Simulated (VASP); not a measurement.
A run of VASP 6.6.1 is set up as follows.

Contents of INCAR:

```
PREC     = Accurate       # precision mode
ENCUT    = 520            # plane-wave cutoff, eV
EDIFF    = 1E-6           # SCF threshold, eV
ISMEAR   = -1             # smearing method
SIGMA    = 0.1            # smearing width, eV
LREAL    = F              # projectors in reciprocal space
LASPH    = T              # aspherical terms in the spheres
NELM     = 80             # most SCF steps
ALGO     = Normal         # electronic algorithm
ISIF     = 2              # what is computed and relaxed
LWAVE    = F              # write WAVECAR
LCHARG   = T              # write CHGCAR
GGA      = RE             # functional
LELF     = T              # ELF
LVHAR    = T            
NBANDS   = 36             # bands
```

KPOINTS

```
Automatic mesh
0
Gamma
  11 11 3
```

The input POSCAR:

```
Pb
1.0
    3.4585415878      0.0000000000      0.0000000000
   -1.7292707939      2.9951848751      0.0000000000
    0.0000000000      0.0000000000     11.1671723210
Pb
4
Direct
    0.0000000000      0.0000000000      0.0000000000
    0.0000000000      0.0000000000      0.5000000000
    0.3333333333      0.6666666667      0.2500000000
    0.6666666667      0.3333333333      0.7500000000
```

Potentials or basis: VASP PAW PBE potentials, release 64 (Pb_d).

The run is started by

```console
$ cat potpaw_PBE.64/Pb_d/POTCAR > POTCAR
$ mpirun -np 1 vasp_std > vasp.out
```

(1) Estimate the pressure.

(2) Estimate the band gap on the k mesh.

Answers

(1) 6.0 GPa.

(2) zero (bands 28 and 29 overlap by 7.35 eV).

Caveat: the cell stands under pressure; the PAW data sets were made with another functional, which shifts forces and pressure a little; spin-orbit coupling is left out, which moves the levels of the heavy elements.
